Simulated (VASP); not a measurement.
# Te2Mo (P6_3/mmc) in VASP: a series of runs, part 2 of 2

VASP 6.6.1.

**4. Single point, r2SCAN (biaxial strain in the a-b plane: +2.0 %, then relaxed in part)**

POSCAR reads:

```
Te2Mo
1.0
    3.6345183108      0.0000000000      0.0000000000
   -1.8172591554      3.1475851877      0.0000000000
    0.0000000000      0.0000000000     14.5699512006
Te Mo
4 2
Direct
    0.3333333333      0.6666666667      0.6288585349
    0.6666666667      0.3333333333      0.1288585349
    0.6666666667      0.3333333333      0.3711414651
    0.3333333333      0.6666666667      0.8711414651
    0.3333333333      0.6666666667      0.2500000000
    0.6666666667      0.3333333333      0.7500000000
```

INCAR.step1 reads:

```
PREC = Accurate
ENCUT = 520
ISMEAR = 0
SIGMA = 0.02
LREAL = False
LASPH = True
NELM = 60
NBANDS = 35
GGA = PE
ALGO = Normal
EDIFF = 1E-4
LWAVE = True
LCHARG = False
```

INCAR.step2 reads:

```
PREC = Accurate
ENCUT = 520
EDIFF = 1E-7
ISMEAR = 0
SIGMA = 0.02
LREAL = False
LASPH = True
NELM = 60
ALGO = Normal
ISIF = 2
LWAVE = False
LCHARG = False
METAGGA = R2SCAN
LMIXTAU = True
NBANDS = 35
ISTART = 1
```

KPOINTS reads:

```
Automatic mesh
0
Gamma
  12 12 2
```

The run is started by

```bash
> cat potpaw_PBE.64/Te/POTCAR potpaw_PBE.64/Mo_sv/POTCAR > POTCAR
> cp INCAR.step1 INCAR
> mpirun -np 1 vasp_std > vasp.out
> cp INCAR.step2 INCAR
> mpirun -np 1 vasp_std > vasp.out
```

Wall time 19 min (1 thread of Oxide Virtual Turin-like, shared host); peak memory 0.39 GiB.

The run converged. Its results:

```yaml
Free_energy: -155.6111 eV
Pressure: -1.7 GPa
Largest_force: 0.025 eV/Å
Band_gap_on_the_k_mesh: 0.70 eV (least direct gap 0.92 eV)
```

Forces on the atoms (eV/Å):
```
Te   0.000  0.000 -0.025
Te   0.000  0.000 -0.025
Te   0.000  0.000  0.025
Te   0.000  0.000  0.025
Mo   0.000  0.000  0.000
Mo   0.000  0.000  0.000
```

Stress tensor (GPa, compression positive):
```
-2.65  0.00  0.00
 0.00 -2.65  0.00
 0.00  0.00  0.17
```

Levels at points of the mesh, in eV from the valence-band top:
```
           k point  band 22  band 23  band 24  band 25  band 26  band 27  band 28  band 29  band 30  band 31
(0.00, 0.00, 0.00)    -1.34    -1.34    -0.75    -0.58     0.00     2.69     2.69     2.75     2.75     2.97
(0.50, 0.00, 0.00)    -1.74    -0.97    -0.96    -0.91    -0.83     1.06     1.10     1.38     1.53     2.80
(0.00, 0.00, 0.50)    -1.35    -1.35    -1.35    -0.12    -0.12     2.71     2.71     2.71     2.71     3.05
(0.50, 0.00, 0.50)    -1.80    -0.93    -0.93    -0.90    -0.90     1.08     1.08     1.46     1.46     3.15
```

Caveat: the cell differs from its parent crystal (biaxial strain in the a-b plane: +2.0 %, then relaxed in part); semilocal functionals underestimate gaps, and a narrow one can read as zero; the PAW data sets were made with another functional, which shifts forces and pressure a little; spin-orbit coupling is left out, which moves the levels of the heavy elements.

**5. Single point, r2SCAN**

This run uses another cell than the first one, of 27.78 Å³/atom.

POSCAR is that of step 4.

INCAR.step1 reads:

```
SYSTEM = Te2Mo
  ALGO = Normal
  EDIFF = 1E-4
  ENCUT = 520
  GGA = PE
  ISMEAR = 0
  LASPH = .True.
  LCHARG = .False.
  LREAL = .False.
  LWAVE = .True.
  NBANDS = 35
  NELM = 80
  PREC = Accurate
  SIGMA = 0.02
```

INCAR.step2 reads:

```
SYSTEM = Te2Mo
  ALGO = Normal
  EDIFF = 1E-7
  ENCUT = 520
  ISIF = 2
  ISMEAR = 0
  ISTART = 1
  LASPH = .True.
  LCHARG = .False.
  LMIXTAU = .True.
  LREAL = .False.
  LWAVE = .False.
  METAGGA = R2SCAN
  NBANDS = 35
  NELM = 80
  PREC = Accurate
  SIGMA = 0.02
```

KPOINTS reads:

```
k-points
0
Gamma
  12 12 2
  0 0 0
```

Potentials or basis: VASP PAW PBE potentials, release 64 (Te, Mo_sv).

The run is started by

```bash
> cat potpaw_PBE.64/Te/POTCAR potpaw_PBE.64/Mo_sv/POTCAR > POTCAR
> cp INCAR.step1 INCAR
> mpirun -np 1 vasp_std > vasp.out
> cp INCAR.step2 INCAR
> mpirun -np 1 vasp_std > vasp.out
```

OUTCAR:

```text
SYSTEM = Te2Mo
   EDIFF = 1E-7
   ENCUT = 520
   ISIF = 2
   ISMEAR = 0
   ISTART = 1
   LASPH = .True.
   LREAL = .False.
   METAGGA = R2SCAN
   NELM = 80
   PREC = Accurate

 ion  position               nearest neighbor table
   1  0.333  0.667  0.629-   6 2.74   6 2.74   6 2.74   4 3.53
   2  0.667  0.333  0.129-   5 2.74   5 2.74   5 2.74   3 3.53
   3  0.667  0.333  0.371-   5 2.74   5 2.74   5 2.74   2 3.53
   4  0.333  0.667  0.871-   6 2.74   6 2.74   6 2.74   1 3.53
   5  0.333  0.667  0.250-   2 2.74   3 2.74   2 2.74   3 2.74   2 2.74   3 2.74
   6  0.667  0.333  0.750-   1 2.74   4 2.74   1 2.74   4 2.74   1 2.74   4 2.74

  LATTYP: Found a hexagonal cell.
 ALAT       =     3.6345183108
 C/A-ratio  =     4.0087708892

  Lattice vectors:

 A1 = (   3.6345183108,   0.0000000000,   0.0000000000)
 A2 = (  -1.8172591554,   3.1475851877,   0.0000000000)
 A3 = (   0.0000000000,   0.0000000000,  14.5699512006)

Analysis of symmetry for initial positions (statically):
=====================================================================
 Subroutine PRICEL returns:
 Original cell was already a primitive cell.

 Routine SETGRP: Setting up the symmetry group for a
 hexagonal supercell.

 Subroutine GETGRP returns: Found 24 space group operations
 (whereof 12 operations were pure point group operations)
 out of a pool of 24 trial point group operations.

The static configuration has the point symmetry D_3d.
 The point group associated with its full space group is D_6h.

Analysis of symmetry for dynamics (positions and initial velocities):
=====================================================================
 Subroutine PRICEL returns:
 Original cell was already a primitive cell.

 Routine SETGRP: Setting up the symmetry group for a
 hexagonal supercell.

[... 131 lines left out ...]
   IMIX   =      4    mixing-type and parameters
     AMIX     =   0.40;   BMIX     =  1.00
     AMIX_MAG =   1.60;   BMIX_MAG =  1.00
  volume/ion in A,a.u.               =      27.78       187.47
  Fermi-wavevector in a.u.,A,eV,Ry     =   1.110321  2.098202 16.773428  1.232812
  Thomas-Fermi vector in A             =   2.246871
   LORBIT       =      0    0 simple, 1 ext, 2 COOP (PROOUT), +10 PAW based schemes
   METAGGA = R2SCAN    functional components
   LHFCALC =     F    Hartree Fock is set to
   AEXX    =    0.0000 exact exchange contribution
   IVDW    =     0    specifies the selected vdW correction
   LEPSILON=     F    determine dielectric tensor
   LRPA    =     F    only Hartree local field effects (RPA)
 non-spin polarized calculation
 Gauss-broadening in eV      SIGMA  =   0.02
  energy-cutoff  :      520.00
  volume of cell :      166.68
 maximum number of plane-waves:      4507
 NGX is ok and might be reduce to    28
   NGX = 13   NGY = 13   NGZ = 55

 number of electron      52.0000001 magnetization

 Free energy of the ion-electron system (eV)
  ---------------------------------------------------
  ext. energy  EPLUGINS =         0.00000000
  ---------------------------------------------------
  free energy    TOTEN  =      -155.61113273 eV

  energy without entropy =     -155.61113273  energy(sigma->0) =     -155.61113273

 E-fermi :   6.9561     XC(G=0): -10.3757

 val. band max:        6.7818644915   @ k =   0.0000   0.0000   0.0000
 cond. band min:       7.4830171458   @ k =   0.3333   0.3333   0.0000
 fundamental gap:      0.7011526543
 Fermi energy:         6.9561122764

 k-point     1 :       0.0000    0.0000    0.0000
  band No.  band energies     occupation
      1     -56.1358      2.00000
      2     -56.1358      2.00000
      3     -29.5130      2.00000
      4     -29.5130      2.00000
      5     -29.4838      2.00000
      6     -29.4838      2.00000
[... 901 lines left out ...]
     34      10.1955      0.00000
     35      12.2471      0.00000

 [... further k-points ...]

------------------------ aborting loop because EDIFF is reached ----------------------------------------

  FORCE on cell =-STRESS in cart. coord.  units (eV):
  Direction    XX          YY          ZZ          XY          YZ          ZX
  --------------------------------------------------------------------------------------
  -------------------------------------------------------------------------------------
  Total       -2.7609894     -2.7609894      0.1760577      0.0000000      0.0000000      0.0000000
  in kB      -26.5395085    -26.5395085      1.6923231      0.0000000      0.0000000      0.0000000
  external PRESSURE =     -17.1288980 kB  Pullay stress =       0.0000000 kB

 VOLUME and BASIS-vectors are now :
 -----------------------------------------------------------------------------
  energy-cutoff  :      520.00
  volume of cell :      166.68
      direct lattice vectors                 reciprocal lattice vectors
     3.634518311  0.000000000  0.000000000     0.275139624  0.158851936  0.000000000
    -1.817259155  3.147585188  0.000000000     0.000000000  0.317703871  0.000000000
     0.000000000  0.000000000 14.569951201     0.000000000  0.000000000  0.068634410

 POSITION                                       TOTAL-FORCE (eV/Angst)
 -----------------------------------------------------------------------------------
     -0.00000      2.09839      9.16244         0.000000      0.000000     -0.025478
      1.81726      1.04920      1.87746         0.000000      0.000000     -0.025478
      1.81726      1.04920      5.40751         0.000000     -0.000000      0.025478
     -0.00000      2.09839     12.69249         0.000000     -0.000000      0.025478
     -0.00000      2.09839      3.64249         0.000000      0.000000     -0.000000
      1.81726      1.04920     10.92746        -0.000000      0.000000     -0.000000
 -----------------------------------------------------------------------------------
    total drift:                                0.000000     -0.000000      0.000000

  FREE ENERGIE OF THE ION-ELECTRON SYSTEM (eV)
  ---------------------------------------------------
  free  energy   TOTEN  =      -155.6111327275 eV

  energy  without entropy=     -155.6111327275  energy(sigma->0) =     -155.61113273
```

OUTCAR.step1:

```text
SYSTEM = Te2Mo
   EDIFF = 1E-4
   ENCUT = 520
   GGA = PE
   ISMEAR = 0
[... 1152 lines left out ...]
      1.81726      1.04920      5.40751        -0.000000     -0.000000      0.209792
     -0.00000      2.09839     12.69249        -0.000000     -0.000000      0.209792
     -0.00000      2.09839      3.64249        -0.000000      0.000000     -0.000000
      1.81726      1.04920     10.92746         0.000000     -0.000000     -0.000000
 -----------------------------------------------------------------------------------
    total drift:                                0.000000     -0.000000      0.000000

  FREE ENERGIE OF THE ION-ELECTRON SYSTEM (eV)
  ---------------------------------------------------
  free  energy   TOTEN  =       -35.9993653976 eV

  energy  without entropy=      -35.9993653976  energy(sigma->0) =      -35.99936540
```

Wall time 19 min (1 thread of Oxide Virtual Turin-like, shared host); peak memory 0.39 GiB.

What came out:

```yaml
Free_energy: -155.6111 eV
Pressure: -1.7 GPa
Largest_force: 0.025 eV/Å
Band_gap_on_the_k_mesh: 0.70 eV (least direct gap 0.92 eV)
```

Forces in eV/Å, atoms in the order of the input:
```
Te   0.000  0.000 -0.025
Te   0.000  0.000 -0.025
Te   0.000  0.000  0.025
Te   0.000  0.000  0.025
Mo   0.000  0.000  0.000
Mo   0.000  0.000  0.000
```

Stress tensor (GPa, compression positive):
```
-2.65  0.00  0.00
 0.00 -2.65  0.00
 0.00  0.00  0.17
```

Caveat: semilocal functionals underestimate gaps, and a narrow one can read as zero; the PAW data sets were made with another functional, which shifts forces and pressure a little; spin-orbit coupling is left out, which moves the levels of the heavy elements. A k mesh can miss the band edges.

**6. The runs side by side**

```csv
cell,gap on the mesh (eV),pressure (GPa),largest force (eV/Å)
"a = 3.706, b = 3.706, c = 14.378 Å, angles 90.0, 90.0, 120.0°, 6 atoms, atomic positions A",0.39,-3.3,0.03
"a = 3.706, b = 3.706, c = 14.422 Å, angles 90.0, 90.0, 120.0°, 6 atoms, atomic positions B",0.40,-3.3,0.03
"a = 3.635, b = 3.635, c = 14.570 Å, angles 90.0, 90.0, 120.0°, 6 atoms, atomic positions A",0.70,-1.7,0.03
```

Alike in all rows: task single point; level r2SCAN; potentials or basis VASP PAW PBE potentials, release 64 (Te, Mo_sv); no spin polarisation; k mesh 12 × 12 × 2; cutoff (eV) 520; smearing gaussian 0.02 eV.

Caveats: semilocal functionals underestimate gaps, and a narrow one can read as zero; the PAW data sets were made with another functional, which shifts forces and pressure a little; spin-orbit coupling is left out, which moves the levels of the heavy elements; the stress differs along the axes, from -5 to 0 GPa (at least some runs).

Total energies depend on the potentials used, so only differences within one code and one set of settings carry meaning.
